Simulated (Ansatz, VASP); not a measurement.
**Two plane-wave programs on SiC**

The input INCAR:

```
PREC = Accurate
ENCUT = 600
EDIFF = 1E-7
ISMEAR = -1
SIGMA = 0.05
LREAL = False
LASPH = True
NELM = 100
ALGO = Normal
ISIF = 3
LWAVE = False
LCHARG = False
GGA = PS
IBRION = 2
NSW = 100
EDIFFG = -0.002
```

KPOINTS

```
regular mesh
0
Gamma
  16 16 16
```

File POSCAR:

```
SiC
1.0
    0.0000000000      2.1790000000      2.1790000000
    2.1790000000      0.0000000000      2.1790000000
    2.1790000000      2.1790000000      0.0000000000
Si C
1 1
Direct
    0.0000000000      0.0000000000      0.0000000000
    0.7500000000      0.7500000000      0.7500000000
```

Input for Ansatz:

```yaml
crystal:
  lattice:
    - [0.0, 2.179, 2.179]
    - [2.179, 0.0, 2.179]
    - [2.179, 2.179, 0.0]
  atoms:
    - { symbol: Si, position: [0.0, 0.0, 0.0] }
    - { symbol: C, position: [0.75, 0.75, 0.75] }
kpoints:
  mp_grid: { grid: [16, 16, 16] }
scf:
  occupations: { method: fermi_dirac, width: 0.05 }
hamiltonian:
  xc: pbesol
  pseudopotentials: { kind: paw }
relax:
  f_tol: 0.002
  max_steps: 80
  cell: {}
output:
  forces: true
  stress: true
```

Alike in both runs: task relaxation of cell and atoms; functional PBEsol; k mesh 16 × 16 × 16; occupations fermi-dirac, width 0.05 eV; no spin polarisation.

|  | VASP | Ansatz |
| --- | --- | --- |
| version | VASP 6.6.1 | Ansatz 0.2.0 |
| potentials or method | VASP PAW PBE potentials, release 64 (Si, C) | PAW with Ansatz's default frozen-core files, scalar-relativistic |
| plane-wave cutoff (eV) | 600 | 420 |
| valence electrons in the cell | 8 | 8 |

```csv
,VASP,Ansatz,Ansatz less VASP
relaxed volume (Å³/atom),10.35,10.34,-0.010
relaxed cell length with the largest relative difference (Å),3.082,3.081,-0.0010
```

VASP's potentials were made for PBE, not for PBEsol.
